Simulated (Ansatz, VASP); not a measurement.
As in VASP and in Ansatz

File INCAR:

```
  PREC = Accurate
  ENCUT = 520
  EDIFF = 1E-8
  ISMEAR = -1
  SIGMA = 0.03
  LREAL = F
  LASPH = T
  NELM = 100
  ALGO = Normal
  ISIF = 2
  LWAVE = F
  LCHARG = F
  GGA = PE
  LEFG = T
  NBANDS = 12
```

The input KPOINTS:

```
regular mesh
0
Gamma
  11 11 11
```

File POSCAR:

```
As
1.0
    1.9166166498      1.1065591387      3.5541357880
   -1.9166166498      1.1065591387      3.5541357880
    0.0000000000     -2.2131182774      3.5541357880
As
2
Direct
    0.2275400000      0.2275400000      0.2275400000
    0.7724600000      0.7724600000      0.7724600000
```

Input for Ansatz:

```yaml
crystal:
  lattice:
    - [1.9166166498, 1.1065591387, 3.554135788]
    - [-1.9166166498, 1.1065591387, 3.554135788]
    - [0.0, -2.2131182774, 3.554135788]
  atoms:
    - { symbol: As, position: [0.22754, 0.22754, 0.22754] }
    - { symbol: As, position: [0.77246, 0.77246, 0.77246] }
kpoints:
  mp_grid: { grid: [11, 11, 11] }
scf:
  occupations: { method: fermi_dirac, width: 0.03 }
hamiltonian:
  xc: pbe
  pseudopotentials: { kind: paw }
output:
  forces: true
  stress: true
  eigenvalues: true
  efg: { contact_densities: true }
```

Change from the starting cell: volume scaled by 1.06, PAW files.

Alike in both runs: task electric field gradients; functional PBE; k mesh 11 × 11 × 11; occupations fermi-dirac, width 0.03 eV; no spin polarisation.

```csv
,VASP,Ansatz
version,VASP 6.6.1,Ansatz 0.2.0
potentials or method,"VASP PAW PBE potentials, release 64 (As)","PAW with Ansatz's default frozen-core files, scalar-relativistic"
plane-wave cutoff (eV),520,420
valence electrons in the cell,10,30
```

```csv
,VASP,Ansatz,Ansatz less VASP
pressure (GPa),-0.6,-0.8,-0.21
"traceless stress, the component that is largest in VASP (GPa)",0.18,0.24,+0.063
rms of the force components (eV/Å),0.056,0.081,+0.0254
size of Vzz on the site where it differs most (V/Å²),47.1,49.9,+2.87
```

Atom by atom the forces differ by 0.025 eV/Å (rms over components). The functional is the same, so the differences come from potentials, cutoffs and numerics. VASP's potentials hold 10 valence electrons a cell and Ansatz's 30, so a difference there can come from the potentials and not from the codes.
